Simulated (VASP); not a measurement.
MgB2: single point with PBE

The system is MgB2.

```xyz
3
Lattice="1.5196 0.8773 4.1741 -1.5196 0.8773 4.1741 0.0000 -1.7547 4.1741" Properties=species:S:1:pos:R:3 pbc="T T T"
Mg    0.0000    0.0000    0.0000
B     0.0000    0.0000   10.2844
B     0.0000    0.0000    2.2380
```

| Quantity | Value |
| --- | --- |
| Program | VASP 6.6.1 |
| Task | single point |
| Functional | PBE |
| Potentials or basis | VASP PAW PBE potentials, release 64 (Mg, B) |
| Cutoff | 520 eV |
| k mesh | 6 × 6 × 6 |
| Occupations | gaussian, width 0.1 eV |
| Spin | no spin polarisation |
| Dipole correction | no |
| Further INCAR settings | ALGO = Normal; EDIFF = 1e-06; NBANDS = 11 |

```yaml
Pressure: -0.1 GPa
Largest_force: 0.024 eV/Å
Band_gap_on_the_k_mesh: zero (band 4 reaches 5.35 eV, above the bottom of band 5 at 2.87 eV)
```

Forces on the atoms (eV/Å):
```
Mg   0.000  0.000  0.000
B    0.000  0.000 -0.024
B    0.000  0.000  0.024
```

Stress tensor (GPa, compression positive):
```
-0.08  0.00  0.00
 0.00 -0.08  0.00
 0.00  0.00 -0.20
```

Levels at points of the mesh, in eV from the Fermi level:
| k point | band 1 | band 2 | band 3 | band 4 | band 5 | band 6 | band 7 | band 8 |
| --- | --- | --- | --- | --- | --- | --- | --- | --- |
| (0.00, 0.00, 0.00) | -11.52 | -3.98 | -1.38 | 1.29 | 1.29 | 8.19 | 8.19 | 9.65 |
| (0.50, 0.00, 0.00) | -7.60 | -6.65 | -1.67 | -1.08 | 1.49 | 3.71 | 4.88 | 6.74 |
| (0.50, 0.50, 0.00) | -7.37 | -6.46 | -2.00 | -1.21 | -1.16 | 5.15 | 7.92 | 7.97 |
| (0.50, 0.50, 0.50) | -10.86 | -7.02 | 1.33 | 1.33 | 4.38 | 7.00 | 7.72 | 7.72 |

Wall time 20 s on 1 thread of Intel(R) Xeon(R) 6975P-C (Granite Rapids), on a shared host, peak memory 0.2 GiB.

Caveat: the k points lie up to 0.41 Å⁻¹ apart.
